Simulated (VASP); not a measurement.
# LiCl (Fm-3m) in VASP: notebook

The runs below take LiCl through single point, with PBE, PBEsol.

Program: VASP 6.6.1. These are calculated values, not measurements. Logs are shortened: lines on timing, memory, paths and dates and some standing lists are left out, and cuts for length are marked.

### Step 1. The cell of the first run

It takes space group Fm-3m (No. 225, cubic). Conventional cell: a = 5.130 Å, b = 5.130 Å, c = 5.130 Å, α = 90.00°, β = 90.00°, γ = 90.00°. Within 3.4 Å of Cl (site symmetry m-3m) lie 6 Li at 2.56 Å. Within 3.4 Å of Li (site symmetry m-3m) lie 6 Cl at 2.56 Å.

### Step 2. Single point, PBE

INCAR

```
ALGO = Normal
EDIFF = 1E-6
ENCUT = 520
GGA = PE
ISIF = 2
ISMEAR = 0
LASPH = True
LCHARG = False
LREAL = False
LWAVE = False
NBANDS = 12
NELM = 60
PREC = Accurate
SIGMA = 0.03
```

KPOINTS

```
k-points
0
Gamma
  9 9 9
```

POSCAR

```
LiCl
1.0
    0.0000000000      2.5647700000      2.5647700000
    2.5647700000      0.0000000000      2.5647700000
    2.5647700000      2.5647700000      0.0000000000
Cl Li
1 1
Direct
    0.5000000000      0.5000000000      0.5000000000
    0.0000000000      0.0000000000      0.0000000000
```

Potentials or basis: VASP PAW PBE potentials, release 64 (Cl, Li_sv).

Command:

```
$ cat potpaw_PBE.64/Cl/POTCAR potpaw_PBE.64/Li_sv/POTCAR > POTCAR
$ mpirun -np 1 vasp_std > vasp.out
```

OUTCAR:

```text
EDIFF = 1E-6
   ENCUT = 520
   GGA = PE
   ISIF = 2
   ISMEAR = 0
   LASPH = True
   LREAL = False
   NELM = 60
   PREC = Accurate

 ion  position               nearest neighbor table
   1  0.500  0.500  0.500-   2 2.56   2 2.56   2 2.56   2 2.56   2 2.56   2 2.56
   2  0.000  0.000  0.000-   1 2.56   1 2.56   1 2.56   1 2.56   1 2.56   1 2.56

  LATTYP: Found a face centered cubic cell.
 ALAT       =     5.1295400000

  Lattice vectors:

 A1 = (   0.0000000000,   2.5647700000,   2.5647700000)
 A2 = (   2.5647700000,   0.0000000000,   2.5647700000)
 A3 = (   2.5647700000,   2.5647700000,   0.0000000000)

Analysis of symmetry for initial positions (statically):
=====================================================================
 Subroutine PRICEL returns:
 Original cell was already a primitive cell.

 Routine SETGRP: Setting up the symmetry group for a
 face centered cubic supercell.

 Subroutine GETGRP returns: Found 48 space group operations
 (whereof 48 operations were pure point group operations)
 out of a pool of 48 trial point group operations.

The static configuration has the point symmetry O_h .

Analysis of symmetry for dynamics (positions and initial velocities):
=====================================================================
 Subroutine PRICEL returns:
 Original cell was already a primitive cell.

 Routine SETGRP: Setting up the symmetry group for a
 face centered cubic supercell.

 Subroutine GETGRP returns: Found 48 space group operations
 (whereof 48 operations were pure point group operations)
 out of a pool of 48 trial point group operations.

The dynamic configuration has the point symmetry O_h .

 Subroutine INISYM returns: Found 48 space group operations
 (whereof 48 operations are pure point group operations),
 and found     1 'primitive' translations

----------------------------------------------------------------------------------------

                                     Primitive cell

  volume of cell :      33.7423

  direct lattice vectors                    reciprocal lattice vectors
     0.000000000  2.564770000  2.564770000    -0.194949255  0.194949255  0.194949255
     2.564770000  0.000000000  2.564770000     0.194949255 -0.194949255  0.194949255
     2.564770000  2.564770000  0.000000000     0.194949255  0.194949255 -0.194949255

  length of vectors
     3.627132518  3.627132518  3.627132518     0.337662014  0.337662014  0.337662014

  position of ions in fractional coordinates (direct lattice)
     0.500000000  0.500000000  0.500000000
     0.000000000  0.000000000  0.000000000

  ion indices of the primitive-cell ions
   primitive index   ion index
                 1           1
                 2           2

----------------------------------------------------------------------------------------

 KPOINTS: k-points

Automatic generation of k-mesh.
 Grid dimensions read from file:
 generate k-points for:    9    9    9

 Generating k-lattice:

  Cartesian coordinates                     Fractional coordinates (reciprocal lattice)
    -0.021661028  0.021661028  0.021661028     0.111111111  0.000000000  0.000000000
     0.021661028 -0.021661028  0.021661028     0.000000000  0.111111111  0.000000000
     0.021661028  0.021661028 -0.021661028     0.000000000  0.000000000  0.111111111

  Length of vectors
     0.037518002  0.037518002  0.037518002

  Shift w.r.t. Gamma in fractional coordinates (k-lattice)
     0.000000000  0.000000000  0.000000000

 Subroutine IBZKPT returns following result:
 ===========================================

 Found     35 irreducible k-points:

 Following reciprocal coordinates:
            Coordinates               Weight
  0.000000  0.000000  0.000000      1.000000
  0.111111  0.000000  0.000000      8.000000
  0.222222  0.000000  0.000000      8.000000
  0.333333  0.000000  0.000000      8.000000
  0.444444  0.000000  0.000000      8.000000
  0.111111  0.111111  0.000000      6.000000
[... 16 lines left out ...]
 -0.333333  0.333333  0.000000     12.000000
  0.444444  0.444444  0.000000      6.000000
 [... further k-points ...]
   k-points           NKPTS =     35   k-points in BZ     NKDIM =     35   number of bands    NBANDS=     12
   number of dos      NEDOS =    301   number of ions     NIONS =      2
   total plane-waves  NPLWV =  21952
   dimension x,y,z NGX =    28 NGY =   28 NGZ =   28
   dimension x,y,z NGXF=    56 NGYF=   56 NGZF=   56
   ions per type =               1   1
   NGX,Y,Z   is equivalent  to a cutoff of  12.83, 12.83, 12.83 a.u.
   NGXF,Y,Z  is equivalent  to a cutoff of  25.67, 25.67, 25.67 a.u.
 SYSTEM =  unknown system
   PREC   = accura    normal or accurate (medium, high low for compatibility)
   ISTART =      0    job   : 0-new  1-cont  2-samecut
   ICHARG =      2    charge: 1-file 2-atom 10-const
   ISPIN  =      1    spin polarized calculation?
   LNONCOLLINEAR =      F non collinear calculations
   LSORBIT =      F    spin-orbit coupling
   LASPH  =      T    aspherical Exc in radial PAW
   ENCUT  =  520.0 eV  38.22 Ry    6.18 a.u.   6.74  6.74  6.74*2*pi/ulx,y,z
   NELM   =     60;   NELMIN=  2; NELMDL= -5     # of ELM steps
   EDIFF  = 0.1E-05   stopping-criterion for ELM
   LREAL  =      F    real-space projection
   EDIFFG = 0.1E-04   stopping-criterion for IOM
   NSW    =      0    number of steps for IOM
   IBRION =     -1    ionic relax: 0-MD 1-quasi-New 2-CG
   NFREE  =      0    steps in history (QN), initial steepest desc. (CG)
   ISIF   =      2    stress and relaxation
   ISYM   =      2    0-nonsym 1-usesym 2-fastsym
   POTIM  = 0.5000    time-step for ionic-motion
   TEBEG  =    0.0;   TEEND  =   0.0 temperature during run
   PSTRESS=    0.0 pullay stress
   NELECT =      10.0000    total number of electrons
   NUPDOWN=      -1.0000    fix difference up-down
   EMIN   =  10.00;   EMAX   =-10.00  energy-range for DOS
   EFERMI =   0.00;   METHOD = LEGACY
   ISMEAR =     0;   SIGMA  =   0.03  broadening in eV -4-tet -1-fermi 0-gaus
   EFERMI_NEDOS =   21; number of points for ismear=-14 and -15
   IALGO  =     38    algorithm
   IMIX   =      4    mixing-type and parameters
     AMIX     =   0.40;   BMIX     =  1.00
     AMIX_MAG =   1.60;   BMIX_MAG =  1.00
  volume/ion in A,a.u.               =      16.87       113.85
  Fermi-wavevector in a.u.,A,eV,Ry     =   1.091482  2.062601 16.209056  1.191332
  Thomas-Fermi vector in A             =   2.227728
   LORBIT       =      0    0 simple, 1 ext, 2 COOP (PROOUT), +10 PAW based schemes
   GGA     = PE    functional components
   LHFCALC =     F    Hartree Fock is set to
   AEXX    =    0.0000 exact exchange contribution
   IVDW    =     0    specifies the selected vdW correction
   LEPSILON=     F    determine dielectric tensor
   LRPA    =     F    only Hartree local field effects (RPA)
 non-spin polarized calculation
 Gauss-broadening in eV      SIGMA  =   0.03
  energy-cutoff  :      520.00
  volume of cell :       33.74
 maximum number of plane-waves:       922
   NGX = 13   NGY = 13   NGZ = 13

 number of electron      10.0000005 magnetization

 Free energy of the ion-electron system (eV)
  ---------------------------------------------------
  ext. energy  EPLUGINS =         0.00000000
  ---------------------------------------------------
  free energy    TOTEN  =        -7.38575090 eV

  energy without entropy =       -7.38575090  energy(sigma->0) =       -7.38575090

 E-fermi :   0.8634     XC(G=0):  -8.7308

 val. band max:        0.5793941029   @ k =   0.0000   0.0000   0.0000
 cond. band min:       6.9203722922   @ k =   0.0000   0.0000   0.0000
 fundamental gap:      6.3409781893
 Fermi energy:         0.8634258032

 k-point     1 :       0.0000    0.0000    0.0000
  band No.  band energies     occupation
      1     -42.9431      2.00000
      2     -12.8172      2.00000
      3       0.5794      2.00000
      4       0.5794      2.00000
      5       0.5794      2.00000
      6       6.9204      0.00000
      7      12.5179      0.00000
      8      12.5179      0.00000
      9      12.5179      0.00000
     10      15.1081      0.00000
     11      15.1095      0.00000
     12      15.1507      0.00000

 k-point     2 :       0.1111    0.0000    0.0000
  band No.  band energies     occupation
      1     -42.9429      2.00000
      2     -12.7571      2.00000
      3       0.1538      2.00000
      4       0.5465      2.00000
      5       0.5465      2.00000
      6       7.3003      0.00000
      7      11.8397      0.00000
      8      12.4846      0.00000
      9      12.4846      0.00000
     10      13.7246      0.00000
     11      13.7246      0.00000
     12      15.5078      0.00000

 k-point     3 :       0.2222    0.0000    0.0000
  band No.  band energies     occupation
      1     -42.9421      2.00000
      2     -12.5980      2.00000
      3      -0.7599      2.00000
      4       0.4670      2.00000
      5       0.4670      2.00000
      6       7.7881      0.00000
      7      11.4498      0.00000
      8      11.5351      0.00000
      9      11.5352      0.00000
     10      14.2254      0.00000
     11      14.2254      0.00000
     12      16.0064      0.00000

 k-point     4 :       0.3333    0.0000    0.0000
  band No.  band energies     occupation
      1     -42.9411      2.00000
      2     -12.4035      2.00000
      3      -1.6401      2.00000
      4       0.3825      2.00000
      5       0.3825      2.00000
      6       7.6436      0.00000
      7      10.6214      0.00000
      8      10.6214      0.00000
      9      12.3004      0.00000
     10      15.6631      0.00000
     11      15.6631      0.00000
     12      16.5690      0.00000

 k-point     5 :       0.4444    0.0000    0.0000
  band No.  band energies     occupation
      1     -42.9405      2.00000
      2     -12.2675      2.00000
      3      -2.1624      2.00000
      4       0.3305      2.00000
      5       0.3305      2.00000
      6       7.3782      0.00000
      7      10.1408      0.00000
      8      10.1408      0.00000
      9      13.3746      0.00000
     10      17.2646      0.00000
     11      17.3257      0.00000
     12      17.3257      0.00000
[... 228 lines left out ...]
      1     -42.9401      2.00000
      2     -12.1125      2.00000
      3      -1.9549      2.00000
      4      -0.5462      2.00000
      5      -0.3535      2.00000
      6       8.7833      0.00000
      7       9.4437      0.00000
      8      11.7101      0.00000
      9      13.4248      0.00000
     10      14.4487      0.00000
     11      18.0071      0.00000
     12      19.4483      0.00000

 k-point    22 :      -0.4444    0.3333    0.0000
  band No.  band energies     occupation
      1     -42.9398      2.00000
      2     -12.0458      2.00000
      3      -1.9682      2.00000
      4      -1.0109      2.00000
      5      -0.2762      2.00000
      6       8.6845      0.00000
      7      10.2461      0.00000
      8      11.9176      0.00000
      9      12.5061      0.00000
     10      14.7043      0.00000
     11      18.0183      0.00000
     12      19.2472      0.00000

 k-point    23 :      -0.3333    0.3333    0.0000
  band No.  band energies     occupation
      1     -42.9398      2.00000
      2     -12.0737      2.00000
      3      -1.6002      2.00000
      4      -1.4487      2.00000
      5      -0.0669      2.00000
      6       8.7208      0.00000
      7      11.1712      0.00000
      8      11.5293      0.00000
      9      11.5892      0.00000
     10      15.1118      0.00000
     11      16.6694      0.00000
     12      18.9917      0.00000

 k-point    24 :       0.4444    0.4444    0.0000
  band No.  band energies     occupation
      1     -42.9398      2.00000
      2     -12.0333      2.00000
      3      -2.2292      2.00000
      4      -0.4920      2.00000
      5      -0.4920      2.00000
      6       8.5227      0.00000
      7       8.9362      0.00000
      8      12.7396      0.00000
      9      14.5460      0.00000
     10      14.5461      0.00000
     11      17.4935      0.00000
     12      19.3285      0.00000

 [... further k-points ...]

------------------------ aborting loop because EDIFF is reached ----------------------------------------

  FORCE on cell =-STRESS in cart. coord.  units (eV):
  Direction    XX          YY          ZZ          XY          YZ          ZX
  --------------------------------------------------------------------------------------
  -------------------------------------------------------------------------------------
  Total        0.0634016      0.0634016      0.0634016      0.0000000     -0.0000000      0.0000000
  in kB        3.0104797      3.0104797      3.0104797      0.0000000     -0.0000000      0.0000000
  external PRESSURE =       3.0104797 kB  Pullay stress =       0.0000000 kB

 VOLUME and BASIS-vectors are now :
 -----------------------------------------------------------------------------
  energy-cutoff  :      520.00
  volume of cell :       33.74
      direct lattice vectors                 reciprocal lattice vectors
     0.000000000  2.564770000  2.564770000    -0.194949255  0.194949255  0.194949255
     2.564770000  0.000000000  2.564770000     0.194949255 -0.194949255  0.194949255
     2.564770000  2.564770000  0.000000000     0.194949255  0.194949255 -0.194949255

 POSITION                                       TOTAL-FORCE (eV/Angst)
 -----------------------------------------------------------------------------------
      2.56477      2.56477      2.56477        -0.000000     -0.000000     -0.000000
      0.00000      0.00000      0.00000         0.000000      0.000000      0.000000
 -----------------------------------------------------------------------------------
    total drift:                                0.000000      0.000000      0.000000

  FREE ENERGIE OF THE ION-ELECTRON SYSTEM (eV)
  ---------------------------------------------------
  free  energy   TOTEN  =        -7.3857509020 eV

  energy  without entropy=       -7.3857509020  energy(sigma->0) =       -7.38575090
```

Run time: 6.5 s. Hardware: 1 thread of Intel Xeon 6975P-C (Granite Rapids), shared host; peak memory 0.14 GiB.

Results:

- Free energy: -7.3858 eV
- Band gap on the k mesh: 6.34 eV, direct

Caveat: the cutoff is under 1.25 times the usual one of these potentials, so pressure, stress and relaxed cells hold a basis-set (Pulay) error. A k mesh can miss the band edges.

(Part 1 of 2 ends here.)
